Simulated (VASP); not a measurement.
# NiO (Fm-3m) in VASP: a series of runs, part 2 of 2

VASP 6.6.1. The steps go on from the part before.

## Step 4: Relaxation of shape and atoms at fixed volume, PBE+U, collinear spin, antiferromagnetic start

This run uses another cell than the first one: it holds 4 atoms, not 2.

INCAR

```
SYSTEM = NiO
  ALGO = Normal
  EDIFF = 1E-6
  EDIFFG = -0.01
  ENCUT = 600
  GGA = PE
  IBRION = 2
  ISIF = 4
  ISMEAR = 0
  ISPIN = 2
  LASPH = .TRUE.
  LCHARG = .FALSE.
  LDAU = .TRUE.
  LDAUJ = 0 0
  LDAUL = 2 -1
  LDAUPRINT = 1
  LDAUTYPE = 2
  LDAUU = 6.2 0
  LMAXMIX = 4
  LORBIT = 11
  LREAL = .FALSE.
  LWAVE = .FALSE.
  MAGMOM = 1.86 -1.86 0 0
  NELM = 150
  NSW = 60
  PREC = Accurate
  SIGMA = 0.05
```

KPOINTS

```
k-points
0
G
  10 10 10
  0 0 0
```

POSCAR

```
NiO
1.0
    0.0000000000      2.1337902789      2.1337902789
    2.1337902789      0.0000000000      2.1337902789
    4.2675805578      2.1337902789     -2.1337902789
Ni O
2 2
Direct
    0.0000000000      0.0000000000      0.0000000000
    0.5000000000      0.0000000000      0.5000000000
    0.7500000000      0.5000000000      0.2500000000
    1.2500000000      0.5000000000      0.7500000000
```

Potentials or basis: VASP PAW PBE potentials, release 64 (Ni, O).

On the command line:

```
> cat potpaw_PBE.64/Ni/POTCAR potpaw_PBE.64/O/POTCAR > POTCAR
> mpirun -np 1 vasp_std > vasp.out
```

OUTCAR:

```text
SYSTEM = NiO
   EDIFF = 1E-6
   EDIFFG = -0.01
   ENCUT = 600
   GGA = PE
   IBRION = 2
   ISIF = 4
   ISMEAR = 0
   ISPIN = 2
   LASPH = .TRUE.
   LORBIT = 11
   LREAL = .FALSE.
   NELM = 150
   NSW = 60
   PREC = Accurate

 ion  position               nearest neighbor table
   1  0.000  0.000  0.000-   3 2.13   3 2.13   4 2.13   3 2.13   4 2.13   4 2.13   2 3.02   2 3.02
                             2 3.02   2 3.02   2 3.02   2 3.02
   2  0.500  0.000  0.500-   4 2.13   3 2.13   4 2.13   3 2.13   4 2.13   3 2.13   1 3.02   1 3.02
                             1 3.02   1 3.02   1 3.02   1 3.02
   3  0.750  0.500  0.250-   2 2.13   1 2.13   2 2.13   1 2.13   2 2.13   1 2.13
   4  0.250  0.500  0.750-   1 2.13   1 2.13   2 2.13   1 2.13   2 2.13   2 2.13
[... 1438 lines left out ...]
     4.267580558  2.133790279 -2.133790279     0.117162405  0.117162405 -0.117162405

 POSITION                                       TOTAL-FORCE (eV/Angst)
 -----------------------------------------------------------------------------------
      0.00000      0.00000      0.00000         0.000000     -0.000000      0.000000
      2.13379      2.13379      0.00000        -0.000000      0.000000      0.000000
      2.13379      2.13379      2.13379        -0.000000     -0.000000     -0.000000
      4.26758      2.13379      0.00000         0.000000      0.000000     -0.000000
 -----------------------------------------------------------------------------------
    total drift:                               -0.000000      0.000000      0.000000

  FREE ENERGIE OF THE ION-ELECTRON SYSTEM (eV)
  ---------------------------------------------------
  free  energy   TOTEN  =       -20.4138404724 eV

  energy  without entropy=      -20.4138404724  energy(sigma->0) =      -20.41384047

 reached required accuracy - stopping structural energy minimisation

 total charge

# of ion       s       p       d       tot
------------------------------------------
    1        0.324   0.375   8.189   8.888
    2        0.324   0.375   8.189   8.888
    3        1.547   3.442   0.000   4.988
    4        1.547   3.442   0.000   4.988
--------------------------------------------------
tot          3.741   7.634  16.379  27.753

 magnetization (x)

# of ion       s       p       d       tot
------------------------------------------
    1       -0.001  -0.004   1.766   1.761
    2        0.001   0.004  -1.766  -1.761
    3        0.000   0.000   0.000   0.000
    4        0.000   0.000   0.000   0.000
--------------------------------------------------
tot          0.000   0.000  -0.000  -0.000
```

OSZICAR:

```text
N       E                     dE             d eps       ncg     rms          rms(c)
DAV:   1     0.275316320291E+03    0.27532E+03   -0.17645E+04  9400   0.234E+03
DAV:   2     0.146514904125E+02   -0.26066E+03   -0.24397E+03  9684   0.420E+02
DAV:   3    -0.182566569923E+02   -0.32908E+02   -0.31518E+02 10600   0.173E+02
DAV:   4    -0.192578714481E+02   -0.10012E+01   -0.99367E+00 10280   0.312E+01
DAV:   5    -0.192801888655E+02   -0.22317E-01   -0.22308E-01 10968   0.457E+00    0.201E+01
DAV:   6    -0.185239726224E+02    0.75622E+00   -0.39676E+01 14540   0.134E+02    0.223E+01
DAV:   7    -0.200466583469E+02   -0.15227E+01   -0.59526E+00 11368   0.462E+01    0.121E+01
DAV:   8    -0.202042655681E+02   -0.15761E+00   -0.20224E+00 13612   0.311E+01    0.843E+00
DAV:   9    -0.204182492444E+02   -0.21398E+00   -0.42920E-01 13636   0.216E+01    0.198E+00
DAV:  10    -0.204089406918E+02    0.93086E-02   -0.21212E-01 14352   0.861E+00    0.517E-01
DAV:  11    -0.204129090995E+02   -0.39684E-02   -0.48349E-02  9708   0.210E+00    0.178E-01
DAV:  12    -0.204135477363E+02   -0.63864E-03   -0.12703E-03 16272   0.640E-01    0.108E-01
DAV:  13    -0.204138352285E+02   -0.28749E-03   -0.99120E-04 13116   0.939E-01    0.946E-02
DAV:  14    -0.204138290478E+02    0.61807E-05   -0.31603E-04 13664   0.423E-01    0.355E-02
DAV:  15    -0.204138344756E+02   -0.54278E-05   -0.85678E-05 11820   0.132E-01    0.136E-02
DAV:  16    -0.204138381694E+02   -0.36938E-05   -0.67896E-06 13212   0.620E-02    0.641E-03
DAV:  17    -0.204138401229E+02   -0.19535E-05   -0.14292E-06  6520   0.443E-02    0.442E-03
DAV:  18    -0.204138404724E+02   -0.34949E-06   -0.21563E-06  7824   0.176E-02
   1 F= -.20413840E+02 E0= -.20413840E+02  d E =-.204138E+02  mag=    -0.0000
```

It took 2.3 min on 1 thread of Oxide Virtual Turin-like, shared host; peak memory 0.27 GiB.

Results:

| Property | Result |
| --- | --- |
| Free energy | -20.4138 eV |
| Pressure after relaxing | -9.9 GPa |
| Band gap on the k mesh | 2.95 eV |
| Net moment | 0.00 μB per cell |
| Site moments | Ni +1.76, -1.76; O +0.00 μB |
| Valence electrons inside the program's atomic spheres | Ni 8.89; O 4.99 |

Final structure:
```
Ni O
1.0
     0.00000    2.13379    2.13379
     2.13379    0.00000    2.13379
     4.26758    2.13379   -2.13379
Ni O
2 2
Direct
  0.00000 0.00000 0.00000
  0.50000 0.00000 0.50000
  0.75000 0.50000 0.25000
  0.25000 0.50000 0.75000
```

Eigenvalues of the final occupation matrices:
| site | spin | trace | eigenvalues |
| --- | --- | --- | --- |
| site 1 d | 1 | 4.99 | 0.98 0.98 0.98 1.02 1.02 |
| site 1 d | 2 | 3.22 | 0.14 0.14 0.98 0.98 0.98 |
| site 2 d | 1 | 3.22 | 0.14 0.14 0.98 0.98 0.98 |
| site 2 d | 2 | 4.99 | 0.98 0.98 0.98 1.02 1.02 |

Caveat: the relaxation stopped at its first step, so nothing moved. The state reached can hang on the start; a lower one may exist.

## Step 5: The runs side by side

```csv
task,potentials or basis,spin,cell,k mesh,cutoff (eV),gap on the mesh (eV),pressure (GPa),moment (μB)
single point,"VASP PAW PBE potentials, release 64 (Ni_sv_GW, O)","collinear, ferromagnetic start","a = 3.041 Å, angles 60.0°, 2 atoms, atomic positions A",10 × 10 × 10,700,1.89,-6.1,2.00
single point,"VASP PAW PBE potentials, release 64 (Ni_sv_GW, O)","collinear, antiferromagnetic start","a = 3.018, b = 3.018, c = 5.227 Å, angles 73.2, 90.0, 60.0°, 4 atoms, atomic positions B",6 × 6 × 6,700,2.73,-4.1,0.00
relaxation of shape and atoms at fixed volume,"VASP PAW PBE potentials, release 64 (Ni, O)","collinear, antiferromagnetic start","relaxed from a = 3.018, b = 3.018, c = 5.227 Å, angles 73.2, 90.0, 60.0°, 4 atoms, atomic positions B",10 × 10 × 10,600,2.95,-9.9,0.00
```

Alike in all rows: level PBE+U; Ni d U = 6.2 eV; smearing gaussian 0.05 eV.

Caveats: the cell stands under tension (at least some runs); a cell with one magnetic atom can't hold antiferromagnetic order, which such compounds often take (at least some runs); the relaxation stopped at its first step, so nothing moved (at least some runs).

Total energies depend on the potentials used, so only differences within one code and one set of settings carry meaning.
